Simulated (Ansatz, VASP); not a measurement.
**Sn: VASP beside Ansatz**

The input INCAR:

```
SYSTEM = Sn
PREC = Accurate
ENCUT = 520
EDIFF = 1E-7
ISMEAR = -1
SIGMA = 0.05
LREAL = .FALSE.
LASPH = .TRUE.
NELM = 60
ALGO = Normal
ISIF = 2
LWAVE = .FALSE.
LCHARG = .FALSE.
GGA = PE
NBANDS = 21
```

File KPOINTS:

```
regular mesh
0
G
  12 12 12
  0 0 0
```

POSCAR

```
Sn
1.0
   -2.9401404553      2.9401404553      1.5993019889
    2.9401404553     -2.9401404553      1.5993019889
    2.9401404553      2.9401404553     -1.5993019889
Sn
2
Direct
    0.7500000000      0.2500000000      0.5000000000
    0.0000000000      0.0000000000      0.0000000000
```

Input for Ansatz:

```yaml
crystal:
  lattice:
    - [-2.9401404553, 2.9401404553, 1.5993019889]
    - [2.9401404553, -2.9401404553, 1.5993019889]
    - [2.9401404553, 2.9401404553, -1.5993019889]
  atoms:
    - { symbol: Sn, position: [0.75, 0.25, 0.5] }
    - { symbol: Sn, position: [0.0, 0.0, 0.0] }
kpoints:
  mp_grid: { grid: [12, 12, 12] }
  band_path:
    path:
      - [0.0, 0.0, 0.0]
      - [0.0, 0.0, 0.5]
      - [-0.5, 0.5, 0.5]
      - [0.0, 0.0, 0.0]
      - [0.3239715651, 0.3239715651, -0.3239715651]
      - [-0.3239715651, 0.6760284349, 0.3239715651]
      - [-0.5, 0.5, 0.5]
      - [0.0, 0.0, 0.5]
      - [0.25, 0.25, 0.25]
    npoints: 5
scf:
  occupations: { method: fermi_dirac, width: 0.05 }
hamiltonian:
  xc: pbe
  pseudopotentials: { kind: all_electron, lapw: { basis_error: 0.00025 } }
output:
  forces: true
  stress: true
  eigenvalues: true
```

Alike in both runs: task single point; functional PBE; k mesh 12 × 12 × 12; occupations fermi-dirac, width 0.05 eV; no spin polarisation.

```csv
,VASP,Ansatz
version,VASP 6.6.1,Ansatz 0.2.0
potentials or method,"VASP PAW PBE potentials, release 64 (Sn_d), cutoff 520 eV","all-electron LAPW, scalar-relativistic"
```

```csv
,VASP,Ansatz,Ansatz less VASP
pressure (GPa),1.3,1.3,+0.06
"traceless stress, the component that is largest in VASP (GPa)",-0.06,-0.06,+0.001
```

Ansatz ran all-electron here, and VASP with PAW potentials.
